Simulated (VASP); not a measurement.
BeSb:

```xyz
2
Lattice="3.2205 0.0000 0.0000 0.0000 3.2205 0.0000 0.0000 0.0000 3.3393" Properties=species:S:1:pos:R:3 pbc="T T T"
Be    1.6102    1.6102    1.8745
Sb    0.0000    0.0000    3.1345
```

| Item | Value |
| --- | --- |
| Program | VASP 6.6.1 |
| Task | relaxation of cell and atoms |
| Functional | PBE |
| Potentials or basis | VASP PAW PBE potentials, release 64 (Be, Sb) |
| Cutoff | 600 eV |
| k mesh | 6 × 6 × 6 |
| Occupations | gaussian, width 0.1 eV |
| Spin | no spin polarisation |

At the start: pressure 7.6 GPa; volume 17.32 Å³/atom.

How do energy, volume and symmetry change on relaxing?

Over 10 steps the energy falls by 56.4 meV/atom and the volume is 18.80 Å³/atom (+8.6 %); space group P4mm (No. 99, to 0.1 Å) before and after.

The path:
| step | energy change (eV) | largest force (eV/Å) | pressure (GPa) | volume (Å³) |
| --- | --- | --- | --- | --- |
| 1 | 0.0000 | 0.3790 | 7.59 | 34.63 |
| 2 | -0.0894 | 0.0023 | -1.68 | 38.90 |
| 3 | -0.0918 | 0.0418 | -0.54 | 38.25 |
| 4 | -0.1056 | 0.0277 | -0.72 | 38.21 |
| 5 | -0.1087 | 0.0130 | -0.83 | 38.18 |
| 6 | -0.1107 | 0.0083 | -0.97 | 38.13 |
| 7 | -0.1110 | 0.0036 | -0.97 | 38.15 |
| 8 | -0.1111 | 0.0044 | -0.97 | 38.14 |
| 9 | -0.1125 | 0.0272 | 0.38 | 37.38 |
| 10 | -0.1128 | 0.0179 | -0.02 | 37.60 |

Final structure:
```cif
data_structure
_symmetry_space_group_name_H-M 'P 1'
_symmetry_Int_Tables_number 1
_cell_length_a 3.3919
_cell_length_b 3.3919
_cell_length_c 3.2683
_cell_angle_alpha 90.000
_cell_angle_beta 90.000
_cell_angle_gamma 90.000
_cell_volume 37.60
loop_
_atom_site_label
_atom_site_type_symbol
_atom_site_fract_x
_atom_site_fract_y
_atom_site_fract_z
_atom_site_occupancy
Be1 Be 0.50000 0.50000 0.55463 1
Sb1 Sb 0.00000 0.00000 0.94537 1
```
